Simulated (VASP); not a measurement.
# CdF2 (R-3m) in VASP: a series of runs

The runs below take CdF2 through single point, relaxation of cell and atoms, with PBE+D3(BJ).

Everything below comes from runs of VASP 6.6.1. Logs are shortened: lines on timing, memory, paths and dates and some standing lists are left out, and cuts for length are marked.

## 1. The cell of the first run

The structure is trigonal, space group R-3m (No. 166). Conventional cell: a = 3.046 Å, b = 3.046 Å, c = 14.427 Å, α = 90.00°, β = 90.00°, γ = 120.00°. Cd (site symmetry -3m) has 6 F at 2.16 Å within 2.9 Å. F (site symmetry 3m) has 3 Cd at 2.16 Å and 3 F at 2.90 Å within 2.9 Å.

## 2. Single point, PBE+D3(BJ)

The input, INCAR:

```
SYSTEM = CdF2
PREC = Accurate ; ENCUT = 520
EDIFF = 1E-7 ; ISMEAR = 0
SIGMA = 0.1 ; LREAL = .False.
LASPH = .True. ; NELM = 100
ALGO = Normal ; ISIF = 2
LWAVE = .False. ; LCHARG = .False.
GGA = PE ; IVDW = 12
NBANDS = 20
```

The input, KPOINTS:

```
Automatic mesh
0
Gamma
  6 6 6
  0 0 0
```

The input, POSCAR:

```
CdF2
1.0
    1.5228005800      0.8791893300      4.8089069600
   -1.5228005800      0.8791893300      4.8089069600
    0.0000000000     -1.7583786500      4.8089069600
Cd F
1 2
Direct
    0.0000000000      0.0000000000      0.0000000000
    0.7536216500      0.7536216500      0.7536216500
    0.2463783500      0.2463783500      0.2463783500
```

Potentials or basis: VASP PAW PBE potentials, release 64 (Cd, F).

On the command line:

```sh
cat potpaw_PBE.64/Cd/POTCAR potpaw_PBE.64/F/POTCAR > POTCAR
mpirun -np 1 vasp_std > vasp.out
```

OUTCAR:

```text
SYSTEM = CdF2
   PREC = Accurate
   ENCUT = 520
   EDIFF = 1E-7
   ISMEAR = 0
   LREAL = .False.
   LASPH = .True.
   NELM = 100
   ISIF = 2
   GGA = PE
   IVDW = 12
 IVDW          = 12

 ion  position               nearest neighbor table
   1  0.000  0.000  0.000-   2 2.16   2 2.16   3 2.16   3 2.16   2 2.16   3 2.16
   2  0.754  0.754  0.754-   1 2.16   1 2.16   1 2.16
   3  0.246  0.246  0.246-   1 2.16   1 2.16   1 2.16

  LATTYP: Found a trigonal (rhomboedric) cell.
 ALAT       =     5.1203009320
 COS(alpha) =     0.8231011165

  Lattice vectors:

 A1 = (   1.5228005800,   0.8791893300,   4.8089069600)
 A2 = (  -1.5228005800,   0.8791893300,   4.8089069600)
 A3 = (   0.0000000000,  -1.7583786500,   4.8089069600)

Analysis of symmetry for initial positions (statically):
=====================================================================
 Subroutine PRICEL returns:
 Original cell was already a primitive cell.

 Routine SETGRP: Setting up the symmetry group for a
 trigonal (rhombohedral) supercell.

 Subroutine GETGRP returns: Found 12 space group operations
 (whereof 12 operations were pure point group operations)
 out of a pool of 12 trial point group operations.

The static configuration has the point symmetry D_3d.

Analysis of symmetry for dynamics (positions and initial velocities):
=====================================================================
 Subroutine PRICEL returns:
 Original cell was already a primitive cell.

 Routine SETGRP: Setting up the symmetry group for a
 trigonal (rhombohedral) supercell.

 Subroutine GETGRP returns: Found 12 space group operations
 (whereof 12 operations were pure point group operations)
 out of a pool of 12 trial point group operations.

The dynamic configuration has the point symmetry D_3d.

 Subroutine INISYM returns: Found 12 space group operations
 (whereof 12 operations are pure point group operations),
 and found     1 'primitive' translations

----------------------------------------------------------------------------------------

                                     Primitive cell

  volume of cell :      38.6299

  direct lattice vectors                    reciprocal lattice vectors
     1.522800580  0.879189330  4.808906960     0.328342402  0.189568574  0.069315821
    -1.522800580  0.879189330  4.808906960    -0.328342402  0.189568574  0.069315821
     0.000000000 -1.758378650  4.808906960     0.000000000 -0.379137147  0.069315821

  length of vectors
     5.120300932  5.120300932  5.120300931     0.385421406  0.385421406  0.385421405

  position of ions in fractional coordinates (direct lattice)
     0.000000000  0.000000000  0.000000000
     0.753621650  0.753621650  0.753621650
     0.246378350  0.246378350  0.246378350

  ion indices of the primitive-cell ions
   primitive index   ion index
                 1           1
                 2           2
                 3           3

----------------------------------------------------------------------------------------

 KPOINTS: Automatic mesh

Automatic generation of k-mesh.
 Grid dimensions read from file:
 generate k-points for:    6    6    6

 Generating k-lattice:

  Cartesian coordinates                     Fractional coordinates (reciprocal lattice)
     0.054723734  0.031594762  0.011552637     0.166666667  0.000000000  0.000000000
    -0.054723734  0.031594762  0.011552637     0.000000000  0.166666667  0.000000000
     0.000000000 -0.063189525  0.011552637     0.000000000  0.000000000  0.166666667

  Length of vectors
     0.064236901  0.064236901  0.064236901

  Shift w.r.t. Gamma in fractional coordinates (k-lattice)
     0.000000000  0.000000000  0.000000000

 Subroutine IBZKPT returns following result:
 ===========================================

 Found     32 irreducible k-points:

 Following reciprocal coordinates:
            Coordinates               Weight
  0.000000  0.000000  0.000000      1.000000
  0.166667  0.000000 -0.000000      6.000000
  0.333333  0.000000 -0.000000      6.000000
  0.500000 -0.000000  0.000000      3.000000
  0.166667  0.166667 -0.000000      6.000000
  0.333333  0.166667  0.000000     12.000000
[... 16 lines left out ...]
  0.500000  0.500000  0.166667      6.000000
 -0.333333  0.500000  0.166667     12.000000
 [... further k-points ...]
   k-points           NKPTS =     32   k-points in BZ     NKDIM =     32   number of bands    NBANDS=     20
   number of dos      NEDOS =    301   number of ions     NIONS =      3
   total plane-waves  NPLWV =  64000
   dimension x,y,z NGX =    40 NGY =   40 NGZ =   40
   dimension x,y,z NGXF=    80 NGYF=   80 NGZF=   80
   ions per type =               1   2
   NGX,Y,Z   is equivalent  to a cutoff of  12.99, 12.99, 12.99 a.u.
   NGXF,Y,Z  is equivalent  to a cutoff of  25.97, 25.97, 25.97 a.u.
 SYSTEM =  CdF2
   PREC   = accura    normal or accurate (medium, high low for compatibility)
   ISTART =      0    job   : 0-new  1-cont  2-samecut
   ICHARG =      2    charge: 1-file 2-atom 10-const
   ISPIN  =      1    spin polarized calculation?
   LNONCOLLINEAR =      F non collinear calculations
   LSORBIT =      F    spin-orbit coupling
   LASPH  =      T    aspherical Exc in radial PAW
   ENCUT  =  520.0 eV  38.22 Ry    6.18 a.u.   9.52  9.52  9.52*2*pi/ulx,y,z
   NELM   =    100;   NELMIN=  2; NELMDL= -5     # of ELM steps
   EDIFF  = 0.1E-06   stopping-criterion for ELM
   LREAL  =      F    real-space projection
   EDIFFG = 0.1E-05   stopping-criterion for IOM
   NSW    =      0    number of steps for IOM
   IBRION =     -1    ionic relax: 0-MD 1-quasi-New 2-CG
   NFREE  =      0    steps in history (QN), initial steepest desc. (CG)
   ISIF   =      2    stress and relaxation
   ISYM   =      2    0-nonsym 1-usesym 2-fastsym
   POTIM  = 0.5000    time-step for ionic-motion
   TEBEG  =    0.0;   TEEND  =   0.0 temperature during run
   PSTRESS=    0.0 pullay stress
   NELECT =      26.0000    total number of electrons
   NUPDOWN=      -1.0000    fix difference up-down
   EMIN   =  10.00;   EMAX   =-10.00  energy-range for DOS
   EFERMI =   0.00;   METHOD = LEGACY
   ISMEAR =     0;   SIGMA  =   0.10  broadening in eV -4-tet -1-fermi 0-gaus
   EFERMI_NEDOS =   21; number of points for ismear=-14 and -15
   IALGO  =     38    algorithm
   IMIX   =      4    mixing-type and parameters
     AMIX     =   0.40;   BMIX     =  1.00
     AMIX_MAG =   1.60;   BMIX_MAG =  1.00
  volume/ion in A,a.u.               =      12.88        86.90
  Fermi-wavevector in a.u.,A,eV,Ry     =   1.434691  2.711172 28.005377  2.058337
  Thomas-Fermi vector in A             =   2.554071
   LORBIT       =      0    0 simple, 1 ext, 2 COOP (PROOUT), +10 PAW based schemes
   GGA     = PE    functional components
   LHFCALC =     F    Hartree Fock is set to
   AEXX    =    0.0000 exact exchange contribution
   IVDW    =    12    specifies the selected vdW correction
   LEPSILON=     F    determine dielectric tensor
   LRPA    =     F    only Hartree local field effects (RPA)
 non-spin polarized calculation
 Gauss-broadening in eV      SIGMA  =   0.10
  energy-cutoff  :      520.00
  volume of cell :       38.63
 maximum number of plane-waves:      1056
 NGX is ok and might be reduce to    40
   NGX = 19   NGY = 19   NGZ = 19

 number of electron      25.9999994 magnetization

 Free energy of the ion-electron system (eV)
  ---------------------------------------------------
  ext. energy  EPLUGINS =         0.00000000
  ---------------------------------------------------
  free energy    TOTEN  =        -9.61548853 eV

  energy without entropy =       -9.61548853  energy(sigma->0) =       -9.61548853

 E-fermi :  -0.9442     XC(G=0): -10.3818

 val. band max:       -1.3859652042   @ k =   0.5000   0.5000   0.0000
 cond. band min:       1.9091264571   @ k =   0.0000   0.0000   0.0000
 fundamental gap:      3.2950916613
 Fermi energy:        -0.9441847736

 k-point     1 :       0.0000    0.0000    0.0000
  band No.  band energies     occupation
      1     -22.5897      2.00000
      2     -22.0019      2.00000
      3      -7.7794      2.00000
      4      -7.4295      2.00000
      5      -7.4295      2.00000
      6      -6.1276      2.00000
[... 12 lines left out ...]
     19      20.3814      0.00000
     20      21.8493      0.00000

 k-point     2 :       0.1667    0.0000   -0.0000
  band No.  band energies     occupation
      1     -22.4739      2.00000
      2     -22.0122      2.00000
      3      -7.5675      2.00000
      4      -7.2824      2.00000
      5      -7.2264      2.00000
      6      -6.3346      2.00000
[... 12 lines left out ...]
     19      17.9481      0.00000
     20      21.4806      0.00000

 k-point     3 :       0.3333    0.0000   -0.0000
  band No.  band energies     occupation
      1     -22.2471      2.00000
      2     -22.0213      2.00000
      3      -7.6120      2.00000
      4      -7.0293      2.00000
      5      -6.8551      2.00000
      6      -6.3883      2.00000
[... 12 lines left out ...]
     19      15.8268      0.00000
     20      18.3360      0.00000

 k-point     4 :       0.5000   -0.0000    0.0000
  band No.  band energies     occupation
      1     -22.1567      2.00000
      2     -21.9987      2.00000
      3      -7.7080      2.00000
      4      -7.0706      2.00000
      5      -7.0399      2.00000
      6      -5.8475      2.00000
[... 429 lines left out ...]
 k-point    23 :       0.5000    0.5000    0.1667
  band No.  band energies     occupation
      1     -22.1481      2.00000
      2     -22.1201      2.00000
      3      -7.6392      2.00000
      4      -6.9920      2.00000
      5      -6.7966      2.00000
      6      -6.4400      2.00000
[... 12 lines left out ...]
     19      15.8671      0.00000
     20      19.0859      0.00000

 k-point    24 :      -0.3333    0.5000    0.1667
  band No.  band energies     occupation
      1     -22.0989      2.00000
      2     -22.0559      2.00000
      3      -7.4566      2.00000
      4      -7.0589      2.00000
      5      -6.8456      2.00000
      6      -6.3405      2.00000
[... 12 lines left out ...]
     19      17.2933      0.00000
     20      19.3212      0.00000

 [... further k-points ...]

------------------------ aborting loop because EDIFF is reached ----------------------------------------

 Edisp (eV)   -0.48995

 E8    (eV) :    -0.1795

  FORCE on cell =-STRESS in cart. coord.  units (eV):
  Direction    XX          YY          ZZ          XY          YZ          ZX
  --------------------------------------------------------------------------------------
  -------------------------------------------------------------------------------------
  Total       7.51041     7.51041     2.39120     0.00000     0.00000     0.00000
  in kB     311.49496   311.49496    99.17533     0.00000     0.00000     0.00000
  external pressure =      240.72 kB  Pullay stress =        0.00 kB

 VOLUME and BASIS-vectors are now :
 -----------------------------------------------------------------------------
  energy-cutoff  :      520.00
  volume of cell :       38.63
      direct lattice vectors                 reciprocal lattice vectors
     1.522800580  0.879189330  4.808906960     0.328342402  0.189568574  0.069315821
    -1.522800580  0.879189330  4.808906960    -0.328342402  0.189568574  0.069315821
     0.000000000 -1.758378650  4.808906960     0.000000000 -0.379137147  0.069315821

 POSITION                                       TOTAL-FORCE (eV/Angst)
 -----------------------------------------------------------------------------------
      0.00000      0.00000      0.00000         0.000000     -0.000000      0.000000
      0.00000      0.00000     10.87229         0.000000      0.000000      0.911303
      0.00000      0.00000      3.55443         0.000000     -0.000000     -0.911303
 -----------------------------------------------------------------------------------
    total drift:                                0.000000      0.000000      0.000000

  FREE ENERGIE OF THE ION-ELECTRON SYSTEM (eV)
  ---------------------------------------------------
  free  energy   TOTEN  =       -10.1054419959 eV

  energy  without entropy=      -10.1054419959  energy(sigma->0) =      -10.10544200
```

Run time: 32 s. Hardware: 1 thread of Intel Xeon 6975P-C (Granite Rapids), shared host; peak memory 0.24 GiB.

What came out:

```
Free energy                : -10.1054 eV
Pressure                   : 24.1 GPa
Largest force              : 0.911 eV/Å
Band gap on the k mesh     : 3.30 eV (least direct gap 3.39 eV)
Dispersion energy per atom : -0.163 eV
```

Forces on the atoms (eV/Å):
```
Cd   0.000  0.000  0.000
F    0.000  0.000  0.911
F    0.000  0.000 -0.911
```

Stress tensor (GPa, compression positive):
```
31.15  0.00  0.00
 0.00 31.15  0.00
 0.00  0.00  9.92
```

Levels at points of the mesh, in eV from the valence-band top:
| k point | band 9 | band 10 | band 11 | band 12 | band 13 | band 14 | band 15 | band 16 | band 17 | band 18 |
| --- | --- | --- | --- | --- | --- | --- | --- | --- | --- | --- |
| (0.00, 0.00, 0.00) | -1.39 | -1.39 | -1.23 | -0.10 | -0.10 | 3.30 | 9.52 | 13.65 | 18.89 | 18.89 |
| (0.50, 0.00, 0.00) | -2.48 | -2.31 | -1.93 | -0.47 | -0.18 | 8.69 | 8.77 | 14.26 | 15.46 | 15.57 |
| (0.50, 0.50, 0.00) | -2.75 | -2.13 | -1.97 | -0.02 | 0.00 | 8.26 | 8.75 | 13.73 | 13.96 | 16.59 |
| (0.50, 0.50, 0.50) | -2.29 | -1.51 | -1.51 | -0.01 | -0.01 | 4.60 | 8.12 | 16.34 | 18.24 | 19.31 |

Caveat: the stress differs along the axes, from 10 to 31 GPa. A k mesh can miss the band edges.

## 3. Relaxation of cell and atoms, PBE+D3(BJ)

The input, INCAR:

```
  PREC = Accurate
  ENCUT = 600
  EDIFF = 1E-6
  ISMEAR = 0
  SIGMA = 0.1
  LREAL = F
  LASPH = T
  NELM = 80
  ALGO = Normal
  ISIF = 3
  LWAVE = F
  LCHARG = F
  GGA = PE
  IVDW = 12
  IBRION = 2
  NSW = 90
  EDIFFG = -0.04
```

The input, KPOINTS:

```
Automatic mesh
0
Gamma
  6 6 6
```

POSCAR is that of step 2.

Potentials or basis: VASP PAW PBE potentials, release 64 (Cd, F).

On the command line:

```sh
cat potpaw_PBE.64/Cd/POTCAR potpaw_PBE.64/F/POTCAR > POTCAR
mpirun -np 1 vasp_std > vasp.out
```

Wall time 6 min (1 thread of Intel Xeon 6975P-C (Granite Rapids), shared host); peak memory 0.31 GiB.

Results (log left out):

| Property | Result |
| --- | --- |
| Free energy | -11.2688 eV |
| Relaxed volume | 13.36 Å³/atom |
| Relaxed cell | a = 3.994 Å, b = 3.994 Å, c = 3.994 Å, α = 55.26°, β = 55.26°, γ = 55.26° |
| Space group after relaxing (to 0.1 Å) | R-3m (No. 166) |
| Energy gained by relaxing | 386.4 meV/atom |
| Ionic steps | 17 |
| Pressure after relaxing | -0.4 GPa |
| Largest force after relaxing | 0.010 eV/Å |
| Band gap on the k mesh | 3.02 eV (least direct gap 3.41 eV) |
| Dispersion energy per atom | -0.163 eV |

Forces on the atoms (eV/Å):
```
Cd   0.000  0.000  0.000
F    0.000  0.000 -0.010
F    0.000  0.000  0.010
```

Step by step:
```
step  energy change (eV)  largest force (eV/Å)  pressure (GPa)  volume (Å³)
   1              0.0000                0.9099           23.89        38.63
   2             -0.4641                1.5372           -7.73        50.29
   3             -0.5711                1.0078           -1.07        46.01
   4             -0.7731                0.7383           -1.34        46.65
   5             -0.9946                0.1411           -4.43        47.74
   6             -1.0079                0.5201            4.05        43.74
   7             -1.0296                0.2131           -0.03        45.43
   8             -1.0426                0.2094           -0.05        44.87
   9             -1.0821                0.1967            0.14        43.16
  10             -1.1411                0.0948            2.96        39.60
  11             -1.1517                0.0038            1.68        39.74
  12             -1.1567                0.1066            0.15        39.91
  13             -1.1567                0.1110            0.09        39.92
  14             -1.1573                0.0975            0.03        39.94
  15             -1.1586                0.0598           -0.17        40.00
  16             -1.1591                0.0142           -0.58        40.12
  17             -1.1592                0.0101           -0.43        40.08
```

Final structure:
```
CELL_PARAMETERS angstrom
1.85210 1.06931 3.37265
-1.85210 1.06931 3.37265
0.00000 -2.13862 3.37265
ATOMIC_POSITIONS crystal
Cd 0.00000 0.00000 0.00000
F 0.75297 0.75297 0.75297
F 0.24703 0.24703 0.24703
```

Levels at points of the mesh, in eV from the valence-band top:
| k point | band 10 | band 11 | band 12 | band 13 | band 14 | band 15 | band 16 | band 17 |
| --- | --- | --- | --- | --- | --- | --- | --- | --- |
| (0.00, 0.00, 0.00) | -0.85 | -0.75 | -0.39 | -0.39 | 3.02 | 11.45 | 13.31 | 13.31 |
| (0.50, 0.00, 0.00) | -1.76 | -1.74 | -0.53 | -0.41 | 7.17 | 9.24 | 13.67 | 14.65 |
| (0.50, 0.50, 0.00) | -2.70 | -0.50 | -0.16 | 0.00 | 7.84 | 9.49 | 11.95 | 13.49 |
| (0.50, 0.50, 0.50) | -1.72 | -1.72 | -0.21 | -0.21 | 6.56 | 8.66 | 14.86 | 14.86 |

Caveat: a cell axis changed by over 15 % at a fixed basis, so the end point is rough. A k mesh can miss the band edges.
